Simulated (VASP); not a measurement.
Here is a VASP 6.6.1 calculation.

INCAR

```
SYSTEM = Ir
  PREC = Accurate
  ENCUT = 520
  EDIFF = 1E-6
  ISMEAR = 0
  SIGMA = 0.05
  LREAL = .False.
  LASPH = .True.
  NELM = 100
  ALGO = Normal
  ISIF = 2
  LWAVE = .False.
  LCHARG = .True.
  GGA = PE
  LELF = .True.
  LVHAR = .True.
  NBANDS = 16
```

File KPOINTS:

```
Automatic mesh
0
Gamma
  8 8 4
  0 0 0
```

File POSCAR:

```
Ir
1.0
    2.7638024565      0.0000000000      0.0000000000
   -1.3819012282      2.3935231384      0.0000000000
    0.0000000000      0.0000000000      4.4079588154
Ir
2
Direct
    0.3333333333      0.6666666667      0.7500000000
    0.6666666667      0.3333333333      0.2500000000
```

Potentials or basis: VASP PAW PBE potentials, release 64 (Ir).

Run with:

```sh
$ cat potpaw_PBE.64/Ir/POTCAR > POTCAR
$ mpirun -np 1 vasp_std > vasp.out
```

Question: Estimate the pressure.

Answer: 0.6 GPa.

Question: Predict the band gap on the k mesh.

Answer: Zero (band 9 reaches 11.00 eV, above the bottom of band 10 at 7.88 eV).

Stress tensor (GPa, compression positive):
```
0.52 0.00 0.00
0.00 0.52 0.00
0.00 0.00 0.61
```

Caveat: spin-orbit coupling is left out, which moves the levels of the heavy elements.
